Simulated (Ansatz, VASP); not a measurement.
## BaTiO3 in VASP and in Ansatz

```
Ba Ti O
1.0
     3.99980    0.00000    0.00000
     0.00000    3.99980    0.00000
     0.00000    0.00000    4.01800
Ba Ti O
1 1 3
Direct
  0.00000 0.00000 0.00000
  0.50000 0.50000 0.49000
  0.00000 0.50000 0.51700
  0.50000 0.00000 0.51700
  0.50000 0.50000 0.01900
```

Alike in both runs: task relaxation of cell and atoms; functional PBE; k mesh 7 × 7 × 7; occupations fermi-dirac, width 0.05 eV; no spin polarisation.

|  | VASP | Ansatz |
| --- | --- | --- |
| version | VASP 6.6.1 | Ansatz 0.2.0 |
| potentials or method | VASP PAW PBE potentials, release 64 (Ba_sv, Ti_sv, O) | Ansatz PAW |
| plane-wave cutoff (eV) | 600 | 420 |
| valence electrons in the cell | 40 | 40 |

|  | VASP | Ansatz | Ansatz less VASP |
| --- | --- | --- | --- |
| gap on the k mesh at the Fermi level, each at its own relaxed structure (eV) | 1.88 | 1.94 | +0.068 |
| relaxed volume (Å³/atom) | 13.47 | 13.34 | -0.132 |
| relaxed cell length with the largest relative difference (Å) | 4.219 | 4.198 | -0.0212 |

Spin-orbit coupling is off throughout. Noted on Ansatz's run: odd divisions of the mesh miss points on the zone boundary, where band edges often lie, so the gap on the mesh can be too wide; the plane-wave basis is chosen anew once the cell has moved, so the energies of steps on either side of that aren't comparable.
